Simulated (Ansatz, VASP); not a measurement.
Ti: VASP beside Ansatz

```
Ti
1.0
    -1.56888    1.56888    1.56888
     1.56888   -1.56888    1.56888
     1.56888    1.56888   -1.56888
Ti
1
Cartesian
  0.0000 0.0000 0.0000
```

Alike in both runs: functional BLYP; dispersion D3(BJ); k mesh 12 × 12 × 12; occupations fermi-dirac, width 0.15 eV; no spin polarisation.

Ansatz relaxed the structure, and its values are those at the end. VASP's run is a single point on that final structure, the one shown.

|  | VASP | Ansatz |
| --- | --- | --- |
| version | VASP 6.6.1 | Ansatz 0.2.0 |
| potentials or method | VASP PAW PBE potentials, release 64 (Ti_sv) | plane waves, PAW |
| plane-wave cutoff (eV) | 500 | 420 |
| valence electrons in the cell | 12 | 12 |

```tsv
	VASP	Ansatz	Ansatz less VASP
pressure (GPa)	-0.2	0.0	+0.16
```

VASP's potentials were made for PBE, not for BLYP.
